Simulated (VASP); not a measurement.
Set up this calculation in VASP 6.6.1, as the native input.

```
Task                   : single point
Functional             : LDA
Potentials or basis    : VASP PAW LDA potentials, release 64 (Ta_pv, N)
Cutoff                 : 520 eV
k mesh                 : 9 × 9 × 8
Occupations            : gaussian, width 0.15 eV
Spin                   : no spin polarisation
Dipole correction      : no
Further INCAR settings : ALGO = Normal; EDIFF = 1e-06; NBANDS = 50
```

The structure of Ta2N lies in POSCAR:

```
Ta2N
1.0
    5.0963826899      0.0000000000      0.0000000000
   -2.5481913449      4.4135968768      0.0000000000
    0.0000000000      0.0000000000      5.1407212193
Ta N
6 3
Direct
    0.6191173904      0.6191173904      0.7526041962
    0.0000000000      0.3808826096      0.7526041962
    0.3808826096      0.0000000000      0.7526041962
    0.3808826096      0.3808826096      0.2473958038
    0.0000000000      0.6191173904      0.2473958038
    0.6191173904      0.0000000000      0.2473958038
    0.6666666667      0.3333333333      0.5000000000
    0.3333333333      0.6666666667      0.5000000000
    0.0000000000      0.0000000000      0.0000000000
```

This cell differs from its parent crystal: c/a of the conventional cell at fixed volume 1.0087.

The input as run:

INCAR

```
SYSTEM = Ta2N
PREC = Accurate ; ENCUT = 520
EDIFF = 1E-6 ; ISMEAR = 0
SIGMA = 0.15 ; LREAL = .FALSE.
LASPH = .TRUE. ; NELM = 80
ALGO = Normal ; ISIF = 2
LWAVE = .FALSE. ; LCHARG = .FALSE.
GGA = CA ; NBANDS = 50
```

KPOINTS

```
regular mesh
0
G
  9 9 8
  0 0 0
```

Potentials or basis: VASP PAW LDA potentials, release 64 (Ta_pv, N).

Command:

```sh
$ cat potpaw_LDA.64/Ta_pv/POTCAR potpaw_LDA.64/N/POTCAR > POTCAR
$ mpirun -np 1 vasp_std > vasp.out
```

It gave:

| Item | Value |
| --- | --- |
| Pressure | 18.1 GPa |
| Largest force | 6.724 eV/Å |

Caveat: forces of over 1 eV/Å act on the atoms, so gaps and moduli don't describe the material at rest.

Wall time 12 min on 1 thread of Oxide Virtual Turin-like Processor, on a shared host, peak memory 0.4 GiB.
